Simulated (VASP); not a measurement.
# Se (P6/mmm) in VASP: further runs

The runs below take Se through single point, with RPBE.

Everything below comes from runs of VASP 6.6.1. Logs are shortened: lines on timing, memory, paths and dates and some standing lists are left out, and cuts for length are marked.

**1. The cell of the first run**

The structure is hexagonal, space group P6/mmm (No. 191). Conventional cell: a = 4.710 Å, b = 4.710 Å, c = 3.456 Å, α = 90.00°, β = 90.00°, γ = 120.00°. Se (site symmetry 6/mmm) has 14 Se at 3.22 to 3.46 Å within 4.2 Å. Within 3.6 Å of Se (site symmetry -6m2) lie 11 Se at 2.72 to 3.46 Å.

This isn't the form of Se at room conditions, which is trigonal, of chains.

**2. Single point, RPBE**

Contents of INCAR:

```
SYSTEM = Se
  PREC = Accurate
  ENCUT = 520
  EDIFF = 1E-6
  ISMEAR = -1
  SIGMA = 0.1
  LREAL = .FALSE.
  LASPH = .TRUE.
  NELM = 100
  ALGO = Normal
  ISIF = 2
  LWAVE = .FALSE.
  LCHARG = .FALSE.
  GGA = RP
  NBANDS = 16
```

Contents of KPOINTS:

```
regular mesh
0
G
  7 7 10
  0 0 0
```

Contents of POSCAR:

```
Se
1.0
    4.7097166520      0.0000000000      0.0000000000
   -2.3548583260      4.0787342653      0.0000000000
    0.0000000000      0.0000000000      3.4560259738
Se
3
Direct
    1.0000000000      0.0000000000      0.0000000000
    0.3333333333      0.6666666667      0.5000000000
    0.6666666667      0.3333333333      0.5000000000
```

Potentials or basis: VASP PAW PBE potentials, release 64 (Se).

Started as:

```
> cat potpaw_PBE.64/Se/POTCAR > POTCAR
> mpirun -np 1 vasp_std > vasp.out
```

OUTCAR:

```text
SYSTEM = Se
   PREC = Accurate
   ENCUT = 520
   EDIFF = 1E-6
   ISMEAR = -1
   LREAL = .FALSE.
   LASPH = .TRUE.
   NELM = 100
   ISIF = 2
   GGA = RP

 ion  position               nearest neighbor table
   1  0.000  0.000  0.000-
   2  0.333  0.667  0.500-   3 2.72   3 2.72   3 2.72
   3  0.667  0.333  0.500-   2 2.72   2 2.72   2 2.72

  LATTYP: Found a hexagonal cell.
 ALAT       =     4.7097166520
 C/A-ratio  =     0.7338076214

  Lattice vectors:

 A1 = (   4.7097166520,   0.0000000000,   0.0000000000)
 A2 = (  -2.3548583260,   4.0787342653,   0.0000000000)
 A3 = (   0.0000000000,   0.0000000000,   3.4560259738)

Analysis of symmetry for initial positions (statically):
=====================================================================
 Subroutine PRICEL returns:
 Original cell was already a primitive cell.

 Routine SETGRP: Setting up the symmetry group for a
 hexagonal supercell.

 Subroutine GETGRP returns: Found 24 space group operations
 (whereof 24 operations were pure point group operations)
 out of a pool of 24 trial point group operations.

The static configuration has the point symmetry D_6h.

Analysis of symmetry for dynamics (positions and initial velocities):
=====================================================================
 Subroutine PRICEL returns:
 Original cell was already a primitive cell.

 Routine SETGRP: Setting up the symmetry group for a
 hexagonal supercell.

 Subroutine GETGRP returns: Found 24 space group operations
 (whereof 24 operations were pure point group operations)
 out of a pool of 24 trial point group operations.

The dynamic configuration has the point symmetry D_6h.

 Subroutine INISYM returns: Found 24 space group operations
 (whereof 24 operations are pure point group operations),
 and found     1 'primitive' translations

----------------------------------------------------------------------------------------

                                     Primitive cell

  volume of cell :      66.3892

  direct lattice vectors                    reciprocal lattice vectors
     4.709716652  0.000000000  0.000000000     0.212326998  0.122587050  0.000000000
    -2.354858326  4.078734265  0.000000000     0.000000000  0.245174099  0.000000000
     0.000000000  0.000000000  3.456025974     0.000000000  0.000000000  0.289349677

  length of vectors
     4.709716652  4.709716652  3.456025974     0.245174099  0.245174099  0.289349677

  position of ions in fractional coordinates (direct lattice)
     0.000000000  0.000000000  0.000000000
     0.333333333  0.666666667  0.500000000
     0.666666667  0.333333333  0.500000000

  ion indices of the primitive-cell ions
   primitive index   ion index
                 1           1
                 2           2
                 3           3

----------------------------------------------------------------------------------------

 KPOINTS: regular mesh

Automatic generation of k-mesh.
 Grid dimensions read from file:
 generate k-points for:    7    7   10

 Generating k-lattice:

  Cartesian coordinates                     Fractional coordinates (reciprocal lattice)
     0.030332428  0.017512436  0.000000000     0.142857143  0.000000000  0.000000000
     0.000000000  0.035024871  0.000000000     0.000000000  0.142857143  0.000000000
     0.000000000  0.000000000  0.028934968     0.000000000  0.000000000  0.100000000

  Length of vectors
     0.035024871  0.035024871  0.028934968

  Shift w.r.t. Gamma in fractional coordinates (k-lattice)
     0.000000000  0.000000000  0.000000000

 Subroutine IBZKPT returns following result:
 ===========================================

 Found     48 irreducible k-points:

 Following reciprocal coordinates:
            Coordinates               Weight
  0.000000  0.000000  0.000000      1.000000
  0.142857 -0.000000  0.000000      6.000000
  0.285714 -0.000000  0.000000      6.000000
  0.428571 -0.000000  0.000000      6.000000
  0.142857  0.142857  0.000000      6.000000
  0.285714  0.142857  0.000000     12.000000
[... 16 lines left out ...]
  0.428571  0.142857  0.200000     12.000000
  0.285714  0.285714  0.200000     12.000000
 [... further k-points ...]
   k-points           NKPTS =     48   k-points in BZ     NKDIM =     48   number of bands    NBANDS=     16
   number of dos      NEDOS =    301   number of ions     NIONS =      3
   total plane-waves  NPLWV =  36288
   dimension x,y,z NGX =    36 NGY =   36 NGZ =   28
   dimension x,y,z NGXF=    72 NGYF=   72 NGZF=   56
   ions per type =               3
   NGX,Y,Z   is equivalent  to a cutoff of  12.71, 12.71, 13.47 a.u.
   NGXF,Y,Z  is equivalent  to a cutoff of  25.41, 25.41, 26.94 a.u.
 SYSTEM =  Se
   PREC   = accura    normal or accurate (medium, high low for compatibility)
   ISTART =      0    job   : 0-new  1-cont  2-samecut
   ICHARG =      2    charge: 1-file 2-atom 10-const
   ISPIN  =      1    spin polarized calculation?
   LNONCOLLINEAR =      F non collinear calculations
   LSORBIT =      F    spin-orbit coupling
   LASPH  =      T    aspherical Exc in radial PAW
   ENCUT  =  520.0 eV  38.22 Ry    6.18 a.u.   8.76  8.76  6.43*2*pi/ulx,y,z
   NELM   =    100;   NELMIN=  2; NELMDL= -5     # of ELM steps
   EDIFF  = 0.1E-05   stopping-criterion for ELM
   LREAL  =      F    real-space projection
   EDIFFG = 0.1E-04   stopping-criterion for IOM
   NSW    =      0    number of steps for IOM
   IBRION =     -1    ionic relax: 0-MD 1-quasi-New 2-CG
   NFREE  =      0    steps in history (QN), initial steepest desc. (CG)
   ISIF   =      2    stress and relaxation
   ISYM   =      2    0-nonsym 1-usesym 2-fastsym
   POTIM  = 0.5000    time-step for ionic-motion
   TEBEG  =    0.0;   TEEND  =   0.0 temperature during run
   PSTRESS=    0.0 pullay stress
   NELECT =      18.0000    total number of electrons
   NUPDOWN=      -1.0000    fix difference up-down
   EMIN   =  10.00;   EMAX   =-10.00  energy-range for DOS
   EFERMI =   0.00;   METHOD = LEGACY
   ISMEAR =    -1;   SIGMA  =   0.10  broadening in eV -4-tet -1-fermi 0-gaus
   EFERMI_NEDOS =   21; number of points for ismear=-14 and -15
   IALGO  =     38    algorithm
   IMIX   =      4    mixing-type and parameters
     AMIX     =   0.40;   BMIX     =  1.00
     AMIX_MAG =   1.60;   BMIX_MAG =  1.00
  volume/ion in A,a.u.               =      22.13       149.34
  Fermi-wavevector in a.u.,A,eV,Ry     =   1.059579  2.002314 15.275360  1.122707
  Thomas-Fermi vector in A             =   2.194929
   LORBIT       =      0    0 simple, 1 ext, 2 COOP (PROOUT), +10 PAW based schemes
   GGA     = RP    functional components
   LHFCALC =     F    Hartree Fock is set to
   AEXX    =    0.0000 exact exchange contribution
   IVDW    =     0    specifies the selected vdW correction
   LEPSILON=     F    determine dielectric tensor
   LRPA    =     F    only Hartree local field effects (RPA)
 non-spin polarized calculation
  energy-cutoff  :      520.00
  volume of cell :       66.39
 maximum number of plane-waves:      1813
 NGX is ok and might be reduce to    36
   NGX = 17   NGY = 17   NGZ = 13

 number of electron      17.9999999 magnetization

 Free energy of the ion-electron system (eV)
  ---------------------------------------------------
  ext. energy  EPLUGINS =         0.00000000
  ---------------------------------------------------
  free energy    TOTEN  =        -7.52383707 eV

  energy without entropy =       -7.44639244  energy(sigma->0) =       -7.48511476

 E-fermi :   4.5900     XC(G=0): -10.0782

 val. band max:        4.5864199346   @ k =   0.2857   0.2857   0.5000
 cond. band min:       4.5981186570   @ k =   0.1429  -0.0000   0.5000
 fundamental gap:      0.0116987223
 Fermi energy:         4.5900105282

 k-point     1 :       0.0000    0.0000    0.0000
  band No.  band energies     occupation
      1     -11.0958      2.00000
      2      -6.9552      2.00000
      3      -6.4199      2.00000
      4      -0.1269      2.00000
      5      -0.1269      2.00000
      6       1.0605      2.00000
[... 8 lines left out ...]
     15      15.5850      0.00000
     16      15.5856      0.00000

 k-point     2 :       0.1429   -0.0000    0.0000
  band No.  band energies     occupation
      1     -10.9455      2.00000
      2      -7.1042      2.00000
      3      -6.7307      2.00000
      4      -0.6304      2.00000
      5      -0.1788      2.00000
      6       1.8144      2.00000
[... 8 lines left out ...]
     15      14.3740      0.00000
     16      14.9628      0.00000

 k-point     3 :       0.2857   -0.0000    0.0000
  band No.  band energies     occupation
      1     -10.5038      2.00000
      2      -7.7644      2.00000
      3      -7.1563      2.00000
      4      -1.2088      2.00000
      5       0.4115      2.00000
      6       2.7624      2.00000
[... 8 lines left out ...]
     15      13.8982      0.00000
     16      14.2807      0.00000

 k-point     4 :       0.4286   -0.0000    0.0000
  band No.  band energies     occupation
      1      -9.8241      2.00000
      2      -8.7391      2.00000
      3      -7.3271      2.00000
      4      -1.5179      2.00000
      5       1.5883      2.00000
      6       3.4106      1.99998
[... 8 lines left out ...]
     15      13.3683      0.00000
     16      13.9387      0.00000
[... 324 lines left out ...]
 k-point    22 :       0.2857    0.1429    0.2000
  band No.  band energies     occupation
      1      -9.8179      2.00000
      2      -8.0018      2.00000
      3      -7.4741      2.00000
      4      -0.9081      2.00000
      5       0.5268      2.00000
      6       1.6937      2.00000
[... 8 lines left out ...]
     15      13.4541      0.00000
     16      14.1209      0.00000

 k-point    23 :       0.4286    0.1429    0.2000
  band No.  band energies     occupation
      1      -9.2609      2.00000
      2      -8.6893      2.00000
      3      -7.5488      2.00000
      4      -0.9695      2.00000
      5       1.1492      2.00000
      6       1.2520      2.00000
[... 8 lines left out ...]
     15      13.7293      0.00000
     16      14.5757      0.00000

 k-point    24 :       0.2857    0.2857    0.2000
  band No.  band energies     occupation
      1      -9.2001      2.00000
      2      -8.4387      2.00000
      3      -7.9678      2.00000
      4      -0.6673      2.00000
      5       1.0771      2.00000
      6       1.4649      2.00000
[... 8 lines left out ...]
     15      13.8923      0.00000
     16      14.4672      0.00000

 [... further k-points ...]

------------------------ aborting loop because EDIFF is reached ----------------------------------------

  FORCE on cell =-STRESS in cart. coord.  units (eV):
  Direction    XX          YY          ZZ          XY          YZ          ZX
  --------------------------------------------------------------------------------------
  -------------------------------------------------------------------------------------
  Total       -0.0141385     -0.0141385      0.0089217      0.0000000     -0.0000000      0.0000000
  in kB       -0.3412059     -0.3412059      0.2153092      0.0000000     -0.0000000      0.0000000
  external PRESSURE =      -0.1557009 kB  Pullay stress =       0.0000000 kB

 VOLUME and BASIS-vectors are now :
 -----------------------------------------------------------------------------
  energy-cutoff  :      520.00
  volume of cell :       66.39
      direct lattice vectors                 reciprocal lattice vectors
     4.709716652  0.000000000  0.000000000     0.212326998  0.122587050  0.000000000
    -2.354858326  4.078734265  0.000000000     0.000000000  0.245174099  0.000000000
     0.000000000  0.000000000  3.456025974     0.000000000  0.000000000  0.289349677

 POSITION                                       TOTAL-FORCE (eV/Angst)
 -----------------------------------------------------------------------------------
      0.00000      0.00000      0.00000        -0.000000      0.000000      0.000000
     -0.00000      2.71916      1.72801        -0.000000      0.000000     -0.000000
      2.35486      1.35958      1.72801         0.000000     -0.000000      0.000000
 -----------------------------------------------------------------------------------
    total drift:                                0.000000      0.000000     -0.000000

  FREE ENERGIE OF THE ION-ELECTRON SYSTEM (eV)
  ---------------------------------------------------
  free  energy   TOTEN  =        -7.5238370734 eV

  energy  without entropy=       -7.4463924375  energy(sigma->0) =       -7.48511476
```

Run time: 19 s. Hardware: 1 thread of Intel Xeon 6975P-C (Granite Rapids), shared host; peak memory 0.19 GiB.

What came out:

```
Free energy            : -7.5238 eV
Pressure               : 0.0 GPa
Band gap on the k mesh : zero (bands 9 and 10 overlap by 2.86 eV)
```

Caveat: the PAW data sets were made with another functional, which shifts forces and pressure a little.

**3. Single point, RPBE (19.47 Å³/atom)**

This run uses another cell than the first one, of 19.47 Å³/atom.

Contents of INCAR:

```
PREC     = Accurate       # precision mode
ENCUT    = 520            # plane-wave cutoff, eV
EDIFF    = 1E-7           # SCF threshold, eV
ISMEAR   = -1             # smearing method
SIGMA    = 0.1            # smearing width, eV
LREAL    = F              # projectors in reciprocal space
LASPH    = T              # aspherical terms in the spheres
NELM     = 100            # most SCF steps
ALGO     = Normal         # electronic algorithm
ISIF     = 2              # what is computed and relaxed
LWAVE    = F              # write WAVECAR
LCHARG   = F              # write CHGCAR
GGA      = RP             # functional
NBANDS   = 16             # bands
```

Contents of KPOINTS:

```
Automatic mesh
0
Gamma
  9 9 10
```

Contents of POSCAR:

```
Se
1.0
    4.5132459775      0.0000000000      0.0000000000
   -2.2566229887      3.9085856700      0.0000000000
    0.0000000000      0.0000000000      3.3118542955
Se
3
Direct
    1.0000000000      0.0000000000      0.0000000000
    0.3333333333      0.6666666667      0.5000000000
    0.6666666667      0.3333333333      0.5000000000
```

Potentials or basis: VASP PAW PBE potentials, release 64 (Se).

Started as:

```
> cat potpaw_PBE.64/Se/POTCAR > POTCAR
> mpirun -np 1 vasp_std > vasp.out
```

OUTCAR:

```text
PREC = Accurate
   ENCUT = 520
   EDIFF = 1E-7
   ISMEAR = -1
   LREAL = F
   LASPH = T
   NELM = 100
   ISIF = 2
   GGA = RP

 ion  position               nearest neighbor table
   1  0.000  0.000  0.000-
   2  0.333  0.667  0.500-   3 2.61   3 2.61   3 2.61
   3  0.667  0.333  0.500-   2 2.61   2 2.61   2 2.61

  LATTYP: Found a hexagonal cell.
 ALAT       =     4.5132459775
 C/A-ratio  =     0.7338076214

  Lattice vectors:

 A1 = (   4.5132459775,   0.0000000000,   0.0000000000)
 A2 = (  -2.2566229887,   3.9085856700,   0.0000000000)
 A3 = (   0.0000000000,   0.0000000000,   3.3118542955)

Analysis of symmetry for initial positions (statically):
=====================================================================
 Subroutine PRICEL returns:
 Original cell was already a primitive cell.

 Routine SETGRP: Setting up the symmetry group for a
 hexagonal supercell.

 Subroutine GETGRP returns: Found 24 space group operations
 (whereof 24 operations were pure point group operations)
 out of a pool of 24 trial point group operations.

The static configuration has the point symmetry D_6h.

Analysis of symmetry for dynamics (positions and initial velocities):
=====================================================================
 Subroutine PRICEL returns:
 Original cell was already a primitive cell.

 Routine SETGRP: Setting up the symmetry group for a
 hexagonal supercell.

 Subroutine GETGRP returns: Found 24 space group operations
 (whereof 24 operations were pure point group operations)
 out of a pool of 24 trial point group operations.

The dynamic configuration has the point symmetry D_6h.

 Subroutine INISYM returns: Found 24 space group operations
 (whereof 24 operations are pure point group operations),
 and found     1 'primitive' translations

[... 112 lines left out ...]
   EFERMI_NEDOS =   21; number of points for ismear=-14 and -15
   IALGO  =     38    algorithm
   IMIX   =      4    mixing-type and parameters
     AMIX     =   0.40;   BMIX     =  1.00
     AMIX_MAG =   1.60;   BMIX_MAG =  1.00
  volume/ion in A,a.u.               =      19.47       131.42
  Fermi-wavevector in a.u.,A,eV,Ry     =   1.105704  2.089478 16.634242  1.222582
  Thomas-Fermi vector in A             =   2.242195
   LORBIT       =      0    0 simple, 1 ext, 2 COOP (PROOUT), +10 PAW based schemes
   GGA     = RP    functional components
   LHFCALC =     F    Hartree Fock is set to
   AEXX    =    0.0000 exact exchange contribution
   IVDW    =     0    specifies the selected vdW correction
   LEPSILON=     F    determine dielectric tensor
   LRPA    =     F    only Hartree local field effects (RPA)
 non-spin polarized calculation
  energy-cutoff  :      520.00
  volume of cell :       58.42
 maximum number of plane-waves:      1602
 NGX is ok and might be reduce to    36
   NGX = 17   NGY = 17   NGZ = 13

 number of electron      18.0000000 magnetization

 Free energy of the ion-electron system (eV)
  ---------------------------------------------------
  ext. energy  EPLUGINS =         0.00000000
  ---------------------------------------------------
  free energy    TOTEN  =        -7.29986413 eV

  energy without entropy =       -7.23037124  energy(sigma->0) =       -7.26511768

 E-fermi :   6.1727     XC(G=0): -10.6870

 val. band max:        6.1684504611   @ k =   0.2222   0.1111   0.5000
 cond. band min:       6.1861365569   @ k =   0.3333   0.1111   0.0000
 fundamental gap:      0.0176860958
 Fermi energy:         6.1727389721

 k-point     1 :       0.0000    0.0000    0.0000
  band No.  band energies     occupation
      1     -10.6906      2.00000
      2      -5.4630      2.00000
      3      -4.8116      2.00000
      4       0.6321      2.00000
      5       0.6321      2.00000
      6       1.8774      2.00000
[... 433 lines left out ...]
      3      -7.3598      2.00000
      4       0.7934      2.00000
      5       2.6894      2.00000
      6       2.6894      2.00000
[... 8 lines left out ...]
     15      14.7954      0.00000
     16      16.2264      0.00000

 [... further k-points ...]

------------------------ aborting loop because EDIFF is reached ----------------------------------------

  FORCE on cell =-STRESS in cart. coord.  units (eV):
  Direction    XX          YY          ZZ          XY          YZ          ZX
  --------------------------------------------------------------------------------------
  -------------------------------------------------------------------------------------
  Total        4.2376632      4.2376632      2.5012698      0.0000000     -0.0000000     -0.0000000
  in kB      116.2136545    116.2136545     68.5948099      0.0000000     -0.0000000     -0.0000000
  external PRESSURE =     100.3407063 kB  Pullay stress =       0.0000000 kB

 VOLUME and BASIS-vectors are now :
 -----------------------------------------------------------------------------
  energy-cutoff  :      520.00
  volume of cell :       58.42
      direct lattice vectors                 reciprocal lattice vectors
     4.513245977  0.000000000  0.000000000     0.221570020  0.127923510  0.000000000
    -2.256622989  3.908585670  0.000000000     0.000000000  0.255847021  0.000000000
     0.000000000  0.000000000  3.311854295     0.000000000  0.000000000  0.301945651

 POSITION                                       TOTAL-FORCE (eV/Angst)
 -----------------------------------------------------------------------------------
      0.00000      0.00000      0.00000         0.000000      0.000000     -0.000000
     -0.00000      2.60572      1.65593         0.000000     -0.000000      0.000000
      2.25662      1.30286      1.65593        -0.000000      0.000000     -0.000000
 -----------------------------------------------------------------------------------
    total drift:                                0.000000      0.000000     -0.000000

  FREE ENERGIE OF THE ION-ELECTRON SYSTEM (eV)
  ---------------------------------------------------
  free  energy   TOTEN  =        -7.2998641267 eV

  energy  without entropy=       -7.2303712378  energy(sigma->0) =       -7.26511768
```

Run time: 38 s. Hardware: 1 thread of Intel Xeon 6975P-C (Granite Rapids), shared host; peak memory 0.2 GiB.

Results:

```
Free energy            : -7.2999 eV
Pressure               : 10.0 GPa
Band gap on the k mesh : zero (bands 9 and 10 overlap by 3.56 eV)
```

Stress tensor (GPa, compression positive):
```
11.62  0.00  0.00
 0.00 11.62  0.00
 0.00  0.00  6.86
```

Caveat: the cell stands under pressure; the PAW data sets were made with another functional, which shifts forces and pressure a little.

[end of part 1 of 2]

The gap in the log of VASP goes by the Fermi energy; the results here count the filled bands.